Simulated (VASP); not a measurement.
Here is a VASP 6.6.1 calculation.

INCAR

```
PREC = Accurate ; ENCUT = 520
EDIFF = 1E-6 ; ISMEAR = 0
SIGMA = 0.05 ; LREAL = Auto
LASPH = True ; NELM = 60
ALGO = Normal ; ISIF = 2
LWAVE = False ; LCHARG = False
GGA = PS ; NBANDS = 74
```

File KPOINTS:

```
regular mesh
0
Gamma
  2 2 1
```

The input POSCAR:

```
H5C10Cl
1.0
    5.0487420000      0.0000000000      0.0000000000
    0.0000000000      5.0487420000      0.0000000000
    0.0000000000      0.0000000000     16.8355610000
H C Cl
10 20 2
Direct
    0.4277867635      0.0000000000      0.0593980801
    0.0722132365      0.0000000000      0.0593980801
    0.9277867635      0.0000000000      0.0593980801
    0.5722132365      0.0000000000      0.0593980801
    0.4277867635      0.5000000000      0.0593980801
    0.0722132365      0.5000000000      0.0593980801
    0.9277867635      0.5000000000      0.0593980801
    0.5722132365      0.5000000000      0.0593980801
    0.2591170236      0.4778796381      0.3683877835
    0.7408861455      0.4778725076      0.3683791113
    0.2500000990      0.0000000000      0.0970980415
    0.7500000990      0.0000000000      0.0970980415
    0.2500000990      0.5000000000      0.0970980415
    0.7500000990      0.5000000000      0.0970980415
    0.2500000990      0.2500000990      0.1501108279
    0.7500000990      0.2500000990      0.1501108279
    0.2500000990      0.7500000990      0.1501108279
    0.7500000990      0.7500000990      0.1501108279
   -0.0000303046      0.2561846099      0.1969633207
    0.5000320872      0.2470904633      0.2008522912
    0.0000112899      0.7506162921      0.2057168157
    0.4999904927      0.7441047691      0.2089479525
    0.0000126764      0.0207544771      0.2510421839
    0.5000000000      0.0024265451      0.2631350984
   -0.0000263432      0.4858008193      0.2569755769
    0.5000247586      0.4773072183      0.2581086547
    0.2360102774      0.0965347407      0.3018307498
    0.7639922975      0.0965555380      0.3018287897
    0.2475905879      0.4096727462      0.3054942452
    0.7524153542      0.4096915628      0.3055048774
   -0.0000413965     -0.0147735812      0.3977768843
    0.5001174550      0.4650881348      0.4789734064
```

Potentials or basis: VASP PAW PBE potentials, release 64 (H, C, Cl).

Run with:

```bash
$ cat potpaw_PBE.64/H/POTCAR potpaw_PBE.64/C/POTCAR potpaw_PBE.64/Cl/POTCAR > POTCAR
$ mpirun -np 1 vasp_std > vasp.out
```

Question: Estimate the largest force.

Answer: 8.969 eV/Å.

Question: What does it give for the band gap on the k mesh?

Answer: 0.40 eV.

Forces on the atoms (eV/Å):
```
H   -8.965 -0.033  0.013
H    8.943 -0.065  0.020
H   -8.943 -0.065  0.020
H    8.965 -0.033  0.013
H   -8.968  0.071 -0.022
H    8.947 -0.006  0.071
H   -8.947 -0.006  0.071
H    8.968  0.071 -0.022
H    0.003  0.088  0.091
H   -0.003  0.091  0.100
C    0.163 -0.152  1.288
C   -0.163 -0.153  1.288
C    0.465  0.171  1.244
C   -0.466  0.172  1.244
C    0.345 -0.117 -3.056
C   -0.346 -0.118 -3.060
C    0.061 -0.109  0.505
C   -0.061 -0.108  0.505
C    0.010  0.084 -0.065
C   -0.007 -0.008 -0.029
C   -0.003  0.059  0.140
C    0.003  0.054  0.064
C   -0.003 -0.077  0.074
C    0.001  0.005  0.034
C    0.007  0.116 -0.173
C   -0.005  0.089 -0.145
C   -0.030 -0.036  0.039
C    0.031 -0.041  0.042
C   -0.039 -0.043 -0.041
C    0.038 -0.046 -0.052
Cl  -0.001  0.076 -0.042
Cl   0.000  0.068 -0.158
```

Caveat: the k points lie up to 0.62 Å⁻¹ apart; there is no dipole correction, which matters where the two faces differ; the PAW data sets were made with another functional, which shifts forces and pressure a little.
